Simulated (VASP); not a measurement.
Write the native input for VASP 6.6.1 that does the following.

```yaml
Task: single point
Functional: PBEsol
Potentials_or_basis: VASP PAW PBE potentials, release 64 (Li_sv)
Cutoff: 520 eV
k_mesh: 11 × 11 × 11
Occupations: fermi-dirac, width 0.05 eV
Spin: no spin polarisation
Dipole_correction: no
Further_INCAR_settings: ALGO = Normal; EDIFF = 1e-06; NBANDS = 8
```

The structure of Li lies in POSCAR:

```
Li
1.0
   -1.7546500000      1.7546500000      1.7546500000
    1.7546500000     -1.7546500000      1.7546500000
    1.7546500000      1.7546500000     -1.7546500000
Li
1
Direct
    0.0000000000      0.0000000000      0.0000000000
```

These files were run (other wordings do the same):

INCAR

```
PREC = Accurate ; ENCUT = 520
EDIFF = 1E-6 ; ISMEAR = -1
SIGMA = 0.05 ; LREAL = False
LASPH = True ; NELM = 80
ALGO = Normal ; ISIF = 2
LWAVE = False ; LCHARG = True
GGA = PS ; LELF = True
LVHAR = True ; NBANDS = 8
```

KPOINTS

```
Automatic mesh
0
Gamma
  11 11 11
```

Potentials or basis: VASP PAW PBE potentials, release 64 (Li_sv).

Launch:

```sh
$ cat potpaw_PBE.64/Li_sv/POTCAR > POTCAR
$ mpirun -np 1 vasp_std > vasp.out
```

It took 3.6 s on 1 thread of Intel(R) Xeon(R) Platinum 8375C CPU @ 2.90GHz (Ice Lake), with other jobs on the host, peak memory 0.13 GiB.
